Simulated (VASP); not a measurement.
# MnO (Manganosite) (Fm-3m) in VASP: single point with PBE

Aim: the single point of MnO (Manganosite) with PBE.

All numbers are computed with VASP 6.6.1; they aren't measurements. Logs are shortened: lines on timing, memory, paths and dates and some standing lists are left out, and cuts for length are marked.

### Step 1. The cell of the first run

It takes space group Fm-3m (No. 225, cubic). The conventional cell has a = 4.446 Å, b = 4.446 Å, c = 4.446 Å, α = 90.00°, β = 90.00°, γ = 90.00°. Within 2.9 Å of Mn (site symmetry m-3m) lie 6 O at 2.22 Å. O (site symmetry m-3m) has 6 Mn at 2.22 Å within 2.9 Å.

### Step 2. Single point, PBE, collinear spin, ferromagnetic start

INCAR reads:

```
SYSTEM = MnO
  PREC = Accurate
  ENCUT = 520
  EDIFF = 1E-7
  ISMEAR = -1
  SIGMA = 0.15
  LREAL = .False.
  LASPH = .True.
  NELM = 150
  ALGO = Normal
  ISIF = 2
  LWAVE = .False.
  LCHARG = .True.
  ISPIN = 2
  MAGMOM = 2.8 0
  LORBIT = 11
  LMAXMIX = 4
  GGA = PE
  LELF = .True.
  LVHAR = .True.
  NBANDS = 20
```

KPOINTS reads:

```
regular mesh
0
Gamma
  13 13 13
  0 0 0
```

POSCAR reads:

```
MnO
1.0
    0.0000000000      2.2230000000      2.2230000000
    2.2230000000      0.0000000000      2.2230000000
    2.2230000000      2.2230000000      0.0000000000
Mn O
1 1
Direct
    0.0000000000      0.0000000000      0.0000000000
    0.5000000000      0.5000000000      0.5000000000
```

Potentials or basis: VASP PAW PBE potentials, release 64 (Mn_pv, O).

On the command line:

```
$ cat potpaw_PBE.64/Mn_pv/POTCAR potpaw_PBE.64/O/POTCAR > POTCAR
$ mpirun -np 1 vasp_std > vasp.out
```

OUTCAR:

```text
SYSTEM = MnO
   PREC = Accurate
   ENCUT = 520
   EDIFF = 1E-7
   ISMEAR = -1
   LREAL = .False.
   LASPH = .True.
   NELM = 150
   ISIF = 2
   ISPIN = 2
   LORBIT = 11
   GGA = PE

 ion  position               nearest neighbor table
   1  0.000  0.000  0.000-   2 2.22   2 2.22   2 2.22   2 2.22   2 2.22   2 2.22
   2  0.500  0.500  0.500-   1 2.22   1 2.22   1 2.22   1 2.22   1 2.22   1 2.22

  LATTYP: Found a face centered cubic cell.
 ALAT       =     4.4460000000

  Lattice vectors:

 A1 = (   0.0000000000,   2.2230000000,   2.2230000000)
 A2 = (   2.2230000000,   0.0000000000,   2.2230000000)
 A3 = (   2.2230000000,   2.2230000000,   0.0000000000)

Analysis of symmetry for initial positions (statically):
=====================================================================
 Subroutine PRICEL returns:
 Original cell was already a primitive cell.

 Routine SETGRP: Setting up the symmetry group for a
 face centered cubic supercell.

 Subroutine GETGRP returns: Found 48 space group operations
 (whereof 48 operations were pure point group operations)
 out of a pool of 48 trial point group operations.

The static configuration has the point symmetry O_h .

Analysis of symmetry for dynamics (positions and initial velocities):
=====================================================================
 Subroutine PRICEL returns:
 Original cell was already a primitive cell.

 Routine SETGRP: Setting up the symmetry group for a
 face centered cubic supercell.

 Subroutine GETGRP returns: Found 48 space group operations
 (whereof 48 operations were pure point group operations)
 out of a pool of 48 trial point group operations.

The dynamic configuration has the point symmetry O_h .

Analysis of structural, dynamic, and magnetic symmetry:
=====================================================================
 Subroutine PRICEL returns:
 Original cell was already a primitive cell.

 Routine SETGRP: Setting up the symmetry group for a
 face centered cubic supercell.

 Subroutine GETGRP returns: Found 48 space group operations
 (whereof 48 operations were pure point group operations)
 out of a pool of 48 trial point group operations.

The overall configuration has the point symmetry O_h .

 Subroutine INISYM returns: Found 48 space group operations
 (whereof 48 operations are pure point group operations),
 and found     1 'primitive' translations

----------------------------------------------------------------------------------------

                                     Primitive cell

  volume of cell :      21.9709

  direct lattice vectors                    reciprocal lattice vectors
     0.000000000  2.223000000  2.223000000    -0.224921278  0.224921278  0.224921278
     2.223000000  0.000000000  2.223000000     0.224921278 -0.224921278  0.224921278
     2.223000000  2.223000000  0.000000000     0.224921278  0.224921278 -0.224921278

  length of vectors
     3.143796749  3.143796749  3.143796749     0.389575080  0.389575080  0.389575080

  position of ions in fractional coordinates (direct lattice)
     0.000000000  0.000000000  0.000000000
     0.500000000  0.500000000  0.500000000

  ion indices of the primitive-cell ions
   primitive index   ion index
                 1           1
                 2           2

----------------------------------------------------------------------------------------

 KPOINTS: regular mesh

Automatic generation of k-mesh.
 Grid dimensions read from file:
 generate k-points for:   13   13   13

 Generating k-lattice:

  Cartesian coordinates                     Fractional coordinates (reciprocal lattice)
    -0.017301637  0.017301637  0.017301637     0.076923077  0.000000000  0.000000000
     0.017301637 -0.017301637  0.017301637     0.000000000  0.076923077  0.000000000
     0.017301637  0.017301637 -0.017301637     0.000000000  0.000000000  0.076923077

  Length of vectors
     0.029967314  0.029967314  0.029967314

  Shift w.r.t. Gamma in fractional coordinates (k-lattice)
     0.000000000  0.000000000  0.000000000

 Subroutine IBZKPT returns following result:
 ===========================================

 Found     84 irreducible k-points:

 Following reciprocal coordinates:
            Coordinates               Weight
  0.000000  0.000000  0.000000      1.000000
  0.076923  0.000000  0.000000      8.000000
  0.153846  0.000000  0.000000      8.000000
  0.230769  0.000000  0.000000      8.000000
  0.307692  0.000000  0.000000      8.000000
  0.384615  0.000000  0.000000      8.000000
[... 16 lines left out ...]
  0.384615  0.153846  0.000000     24.000000
  0.461538  0.153846  0.000000     24.000000
 [... further k-points ...]
   k-points           NKPTS =     84   k-points in BZ     NKDIM =     84   number of bands    NBANDS=     20
   number of dos      NEDOS =    301   number of ions     NIONS =      2
   total plane-waves  NPLWV =  13824
   dimension x,y,z NGX =    24 NGY =   24 NGZ =   24
   dimension x,y,z NGXF=    48 NGYF=   48 NGZF=   48
   ions per type =               1   1
   NGX,Y,Z   is equivalent  to a cutoff of  12.69, 12.69, 12.69 a.u.
   NGXF,Y,Z  is equivalent  to a cutoff of  25.38, 25.38, 25.38 a.u.
 SYSTEM =  MnO
   PREC   = accura    normal or accurate (medium, high low for compatibility)
   ISTART =      0    job   : 0-new  1-cont  2-samecut
   ICHARG =      2    charge: 1-file 2-atom 10-const
   ISPIN  =      2    spin polarized calculation?
   LNONCOLLINEAR =      F non collinear calculations
   LSORBIT =      F    spin-orbit coupling
   LASPH  =      T    aspherical Exc in radial PAW
   ENCUT  =  520.0 eV  38.22 Ry    6.18 a.u.   5.85  5.85  5.85*2*pi/ulx,y,z
   NELM   =    150;   NELMIN=  2; NELMDL= -5     # of ELM steps
   EDIFF  = 0.1E-06   stopping-criterion for ELM
   LREAL  =      F    real-space projection
   EDIFFG = 0.1E-05   stopping-criterion for IOM
   NSW    =      0    number of steps for IOM
   IBRION =     -1    ionic relax: 0-MD 1-quasi-New 2-CG
   NFREE  =      0    steps in history (QN), initial steepest desc. (CG)
   ISIF   =      2    stress and relaxation
   ISYM   =      2    0-nonsym 1-usesym 2-fastsym
   POTIM  = 0.5000    time-step for ionic-motion
   TEBEG  =    0.0;   TEEND  =   0.0 temperature during run
   PSTRESS=    0.0 pullay stress
   NELECT =      19.0000    total number of electrons
   NUPDOWN=      -1.0000    fix difference up-down
   EMIN   =  10.00;   EMAX   =-10.00  energy-range for DOS
   EFERMI =   0.00;   METHOD = LEGACY
   ISMEAR =    -1;   SIGMA  =   0.15  broadening in eV -4-tet -1-fermi 0-gaus
   EFERMI_NEDOS =   21; number of points for ismear=-14 and -15
   IALGO  =     38    algorithm
   IMIX   =      4    mixing-type and parameters
     AMIX     =   0.40;   BMIX     =  1.00
     AMIX_MAG =   1.60;   BMIX_MAG =  1.00
  volume/ion in A,a.u.               =      10.99        74.13
  Fermi-wavevector in a.u.,A,eV,Ry     =   1.559708  2.947420 33.098734  2.432688
  Thomas-Fermi vector in A             =   2.663027
   LORBIT       =     11    0 simple, 1 ext, 2 COOP (PROOUT), +10 PAW based schemes
   GGA     = PE    functional components
   LHFCALC =     F    Hartree Fock is set to
   AEXX    =    0.0000 exact exchange contribution
   IVDW    =     0    specifies the selected vdW correction
   LEPSILON=     F    determine dielectric tensor
   LRPA    =     F    only Hartree local field effects (RPA)
 spin polarized calculation
  energy-cutoff  :      520.00
  volume of cell :       21.97
 maximum number of plane-waves:       609
   NGX = 11   NGY = 11   NGZ = 11

 number of electron      18.9999991 magnetization       4.7194065

 Free energy of the ion-electron system (eV)
  ---------------------------------------------------
  ext. energy  EPLUGINS =         0.00000000
  ---------------------------------------------------
  free energy    TOTEN  =       -16.43430927 eV

  energy without entropy =      -16.37414720  energy(sigma->0) =      -16.40422823

 E-fermi :   7.5549     XC(G=0): -11.8672

 val. band max:        7.5488718780   @ k =  -0.4615   0.1538   0.0769
 cond. band min:       7.6402133358   @ k =  -0.3077   0.2308   0.0000
 fundamental gap:      0.0913414577
 Fermi energy:         7.5548655508

 spin component 1

 k-point     1 :       0.0000    0.0000    0.0000
  band No.  band energies     occupation
      1     -42.8300      1.00000
      2     -42.8300      1.00000
      3     -42.8300      1.00000
      4     -12.7407      1.00000
      5       3.7802      1.00000
      6       3.7802      1.00000
[... 12 lines left out ...]
     19      27.2538      0.00000
     20      27.2538      0.00000
[... 507 lines left out ...]
 k-point    24 :       0.4615    0.1538    0.0000
  band No.  band energies     occupation
      1     -42.8849      1.00000
      2     -42.8448      1.00000
      3     -42.8417      1.00000
      4     -11.8133      1.00000
      5      -0.1962      1.00000
      6       1.4152      1.00000
[... 12 lines left out ...]
     19      29.9468      0.00000
     20      31.0310      0.00000

 [... further k-points ...]

 spin component 2

 k-point     1 :       0.0000    0.0000    0.0000
  band No.  band energies     occupation
      1     -38.2058      1.00000
      2     -38.2058      1.00000
      3     -38.2058      1.00000
      4     -12.3141      1.00000
      5       4.1519      1.00000
      6       4.1519      1.00000
[... 12 lines left out ...]
     19      29.5739      0.00000
     20      29.5739      0.00000
[... 507 lines left out ...]
 k-point    24 :       0.4615    0.1538    0.0000
  band No.  band energies     occupation
      1     -38.2758      1.00000
      2     -38.2238      1.00000
      3     -38.2200      1.00000
      4     -11.4157      1.00000
      5       0.6475      1.00000
      6       2.5019      1.00000
[... 12 lines left out ...]
     19      31.1456      0.00000
     20      31.7903      0.00000

 [... further k-points ...]

------------------------ aborting loop because EDIFF is reached ----------------------------------------

  FORCE on cell =-STRESS in cart. coord.  units (eV):
  Direction    XX          YY          ZZ          XY          YZ          ZX
  --------------------------------------------------------------------------------------
  -------------------------------------------------------------------------------------
  Total       -0.1084449     -0.1084449     -0.1084449      0.0000000     -0.0000000      0.0000000
  in kB       -7.9080863     -7.9080863     -7.9080863      0.0000000     -0.0000000      0.0000000
  external PRESSURE =      -7.9080863 kB  Pullay stress =       0.0000000 kB

 VOLUME and BASIS-vectors are now :
 -----------------------------------------------------------------------------
  energy-cutoff  :      520.00
  volume of cell :       21.97
      direct lattice vectors                 reciprocal lattice vectors
     0.000000000  2.223000000  2.223000000    -0.224921278  0.224921278  0.224921278
     2.223000000  0.000000000  2.223000000     0.224921278 -0.224921278  0.224921278
     2.223000000  2.223000000  0.000000000     0.224921278  0.224921278 -0.224921278

 POSITION                                       TOTAL-FORCE (eV/Angst)
 -----------------------------------------------------------------------------------
      0.00000      0.00000      0.00000         0.000000     -0.000000      0.000000
      2.22300      2.22300      2.22300        -0.000000      0.000000     -0.000000
 -----------------------------------------------------------------------------------
    total drift:                                0.000000     -0.000000     -0.000000

  FREE ENERGIE OF THE ION-ELECTRON SYSTEM (eV)
  ---------------------------------------------------
  free  energy   TOTEN  =       -16.4343092652 eV

  energy  without entropy=      -16.3741471963  energy(sigma->0) =      -16.40422823

 total charge

# of ion       s       p       d       tot
------------------------------------------
    1        0.203   6.175   4.977  11.355
    2        1.561   3.412   0.000   4.974
--------------------------------------------------
tot          1.764   9.587   4.977  16.328

 magnetization (x)

# of ion       s       p       d       tot
------------------------------------------
    1        0.034   0.025   4.235   4.294
    2        0.030   0.164   0.000   0.194
--------------------------------------------------
tot          0.064   0.189   4.235   4.488
```

Run time: 57 s. Hardware: 1 thread of Intel Xeon Platinum 8259CL at 2.50GHz (Skylake/Cascade Lake), shared host; peak memory 0.19 GiB.

Results:

| Property | Result |
| --- | --- |
| Free energy | -16.4343 eV |
| Pressure | -0.8 GPa |
| Net moment | 4.72 μB per cell |
| Site moments | Mn +4.29; O +0.19 μB |
| Valence electrons inside the program's atomic spheres | Mn 11.36; O 4.97 |

Caveat: a cell with one magnetic atom can't hold antiferromagnetic order, which such compounds often take; semilocal functionals often make such compounds metallic where correlation or magnetic order opens a gap, which also shifts bond lengths.
